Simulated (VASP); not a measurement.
Set up this calculation in VASP 6.6.1, as the native input.

```yaml
Task: single point
Functional: PBE
Potentials_or_basis: VASP PAW PBE potentials, release 64 (Ta_pv, N)
Cutoff: 520 eV
k_mesh: 13 × 13 × 1
Occupations: fermi-dirac, width 0.08 eV
Spin: no spin polarisation
Dipole_correction: yes
Further_INCAR_settings: ALGO = Normal; EDIFF = 1e-07; NBANDS = 15
```

The structure of TaN (TaN (100), 1 layers) lies in POSCAR:

```
TaN
1.0
    3.1233934579      0.0000000000      0.0000000000
    0.0000000000      3.1233934579      0.0000000000
    0.0000000000      0.0000000000     16.0000000000
Ta N
1 1
Direct
    0.2500000000      0.2500000000      0.5000000000
    0.7500000000      0.7500000000      0.5000000000
```

One way to write it, as run:

INCAR

```
SYSTEM = TaN
PREC = Accurate
ENCUT = 520
EDIFF = 1E-7
ISMEAR = -1
SIGMA = 0.08
LREAL = .FALSE.
LASPH = .TRUE.
NELM = 80
ALGO = Normal
ISIF = 2
LWAVE = .FALSE.
LCHARG = .FALSE.
LDIPOL = .TRUE.
IDIPOL = 3
DIPOL = 0.5 0.5 0.500
GGA = PE
NBANDS = 15
```

KPOINTS

```
Automatic mesh
0
G
  13 13 1
  0 0 0
```

Potentials or basis: VASP PAW PBE potentials, release 64 (Ta_pv, N).

Command:

```sh
$ cat potpaw_PBE.64/Ta_pv/POTCAR potpaw_PBE.64/N/POTCAR > POTCAR
$ mpirun -np 1 vasp_std > vasp.out
```

Results of the run:

| Item | Value |
| --- | --- |
| Band gap on the k mesh | zero (band 8 reaches -2.35 eV, above the bottom of band 9 at -3.86 eV) |

Caveat: spin-orbit coupling is left out, which moves the levels of the heavy elements.

Run time: 80 s on 1 thread of AMD EPYC 7R13 Processor (Zen 3), on a shared host, peak memory 0.24 GiB.
